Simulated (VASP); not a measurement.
The system is TePb.

```xyz
4
Lattice="5.4984 -0.0564 0.0000 -2.7980 4.7899 0.0000 0.0000 0.0000 6.5754" Properties=species:S:1:pos:R:3 pbc="T T T"
Pb   -0.0281    3.1748   -0.4080
Pb    2.7285    1.5588    2.8797
Te   -0.0164    3.1748    2.8738
Te    2.7168    1.5588    6.1614
```

This cell differs from its parent crystal: shear xy strain -2.0%.

Base run:

| Item | Value |
| --- | --- |
| Program | VASP 6.6.1 |
| Functional | PBE |
| Potentials or basis | VASP PAW PBE potentials, release 64 (Pb_d, Te) |
| Cutoff | 520 eV |
| k mesh | 6 × 6 × 4 |
| Occupations | fermi-dirac, width 0.02 eV |
| Spin | no spin polarisation |

Its results: band gap on the k mesh 1.13 eV, direct; pressure 0.5 GPa.

Q: The run is repeated on the same cell with these changes: functional from PBE to r2SCAN; occupations from fermi-dirac, width 0.02 eV to gaussian, width 0.01 eV. What comes out?

A: Band gap on the k mesh 1.39 eV, direct; pressure 0.0 GPa.

Caveats: spin-orbit coupling is left out, which moves the levels of the heavy elements; the PAW data sets were made with another functional, which shifts forces and pressure a little (some runs).

A k mesh can miss the band edges.
